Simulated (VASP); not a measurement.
Wanted: the native input for a VASP 6.6.1 run.

* Task: single point
* Functional: LDA
* Potentials or basis: VASP PAW LDA potentials, release 64 (Mn_pv, O)
* Cutoff: 520 eV
* k mesh: 11 × 11 × 6
* Occupations: fermi-dirac, width 0.03 eV
* Spin: collinear spin, zero start
* Starting moments: [0.0, 0.0, 0.0] μB
* Fixed moment: 0 μB
* Dipole correction: no
* Further INCAR settings: ALGO = Normal; EDIFF = 1e-06; NBANDS = 24

The structure of MnO2 lies in POSCAR:

```
MnO2
1.0
    2.8565781804      0.0000000000      0.0000000000
   -1.4282890902      2.4738692722      0.0000000000
    0.0000000000      0.0000000000      4.6013740589
Mn O
1 2
Direct
    0.0000000000      0.0000000000      0.5000000000
    0.6666666667      0.3333333333      0.2937074300
    0.3333333333      0.6666666667      0.7062925700
```

One way to write it, as run:

INCAR

```
SYSTEM = MnO2
PREC = Accurate
ENCUT = 520
EDIFF = 1E-6
ISMEAR = -1
SIGMA = 0.03
LREAL = .FALSE.
LASPH = .TRUE.
NELM = 150
ALGO = Normal
ISIF = 2
LWAVE = .FALSE.
LCHARG = .FALSE.
ISPIN = 2
MAGMOM = 0 0 0
LORBIT = 11
NUPDOWN = 0.0
LMAXMIX = 4
NBANDS = 24
```

KPOINTS

```
regular mesh
0
G
  11 11 6
  0 0 0
```

Potentials or basis: VASP PAW LDA potentials, release 64 (Mn_pv, O).

The run is started by

```sh
$ cat potpaw_LDA.64/Mn_pv/POTCAR potpaw_LDA.64/O/POTCAR > POTCAR
$ mpirun -np 1 vasp_std > vasp.out
```

Results of the run:

- Pressure: -17.4 GPa
- Largest force: 0.842 eV/Å
- Net moment: 0.00 μB per cell
- Valence electrons inside the program's atomic spheres: Mn 11.84; O 4.93

Caveat: the cell stands under tension; the total moment is fixed, so each spin has its own Fermi level.

Run time: 2.4 min on 1 thread of Intel Xeon 8259CL, on a shared host, peak memory 0.21 GiB.
